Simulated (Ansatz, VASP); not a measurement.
## TiAl in VASP and in Ansatz

```
Ti Al
1.0
     2.84782    0.00000    0.00000
    -1.42391    2.46629    0.00000
     0.00000    0.00000    4.61994
Ti Al
1 1
Direct
  0.00000 0.00000 0.01353
  0.33333 0.66667 0.50000
```

Change from the starting cell: all Ti atoms moved +0.062 Å, as atom 1 along Cartesian [0 0 1].

Alike in both runs: task single point; functional PBEsol; k mesh 24 × 24 × 14; occupations gaussian, width 0.15 eV; no spin polarisation.

|  | VASP | Ansatz |
| --- | --- | --- |
| version | VASP 6.6.1 | Ansatz 0.2.0 |
| potentials or method | VASP PAW PBE potentials, release 64 (Ti_sv, Al), cutoff 500 eV | scalar-relativistic, plane waves, PAW |
| valence electrons in the cell | 15 | 15 |

```csv
,VASP,Ansatz,Ansatz less VASP
gap on the k mesh at the Fermi level (eV),none,none,-
pressure (GPa),0.2,0.2,0.00
"traceless stress, the component that is largest in VASP (GPa)",0.06,-0.01,-0.072
rms of the force components (eV/Å),0.269,0.268,-0.0007
```

VASP's potentials were made for PBE, not for PBEsol. Atom by atom the forces differ by 0.001 eV/Å (rms over components). A gap of «none» marks a metal or a gap that the smearing closes.
